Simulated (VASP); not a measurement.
Set up this calculation in VASP 6.6.1, as the native input.

* Task: single point
* Functional: HSE06
* Potentials or basis: VASP PAW PBE potentials, release 64 (Re_sv_GW)
* Cutoff: 410 eV
* k mesh: 6 × 6 × 6
* Occupations: fermi-dirac, width 0.1 eV
* Spin: no spin polarisation
* Dipole correction: no
* Grid for exact exchange (PRECFOCK): Normal
* Further INCAR settings: ALGO = Normal; EDIFF = 1e-06; NBANDS = 14
* Share of exact exchange: 0.25
* Screening parameter: 0.2079 1/Å

Crystal: Re.

```xyz
1
Lattice="0.0000 1.9268 1.9268 1.9268 0.0000 1.9268 1.9268 1.9268 0.0000" Properties=species:S:1:pos:R:3 pbc="T T T"
Re    0.0000    0.0000    0.0000
```

This isn't the form of Re at room conditions, which is hcp.

The input as run:

POSCAR

```
Re
1.0
    0.0000000000      1.9267732421      1.9267732421
    1.9267732421      0.0000000000      1.9267732421
    1.9267732421      1.9267732421      0.0000000000
Re
1
Direct
    0.0000000000      0.0000000000      0.0000000000
```

INCAR.step1

```
PREC = Accurate ; ENCUT = 410
EDIFF = 1E-5 ; ISMEAR = -1
SIGMA = 0.1 ; LREAL = False
LASPH = True ; NELM = 120
ALGO = Normal ; ISIF = 2
LWAVE = True ; LCHARG = False
NBANDS = 14 ; GGA = PE
GGA_COMPAT = False
```

INCAR.step2

```
PREC = Accurate ; ENCUT = 410
EDIFF = 1E-6 ; ISMEAR = -1
SIGMA = 0.1 ; LREAL = False
LASPH = True ; NELM = 120
ALGO = Normal ; ISIF = 2
LWAVE = False ; LCHARG = False
GGA = PE ; LHFCALC = True
HFSCREEN = 0.2079 ; PRECFOCK = Normal
NBANDS = 14 ; ISTART = 1
GGA_COMPAT = False
```

KPOINTS

```
Automatic mesh
0
Gamma
  6 6 6
```

Potentials or basis: VASP PAW PBE potentials, release 64 (Re_sv_GW).

Command:

```console
$ cat potpaw_PBE.64/Re_sv_GW/POTCAR > POTCAR
$ cp INCAR.step1 INCAR
$ mpirun -np 1 vasp_std > vasp.out
$ cp INCAR.step2 INCAR
$ mpirun -np 1 vasp_std > vasp.out
```

Results of the run:

```yaml
Pressure: 1.0 GPa
Band_gap_on_the_k_mesh: zero (an odd number of electrons rules out a gap without spin polarisation)
```

Caveat: the k points lie up to 0.47 Å⁻¹ apart, too coarse for converged energies and pressures of a metal; the PAW data sets were made with another functional, which shifts forces and pressure a little; spin-orbit coupling is left out, which moves the levels of the heavy elements.

Run time: 17 min on 1 thread of AMD EPYC 7R13 Processor (Zen 3), with other jobs on the host, peak memory 0.2 GiB.
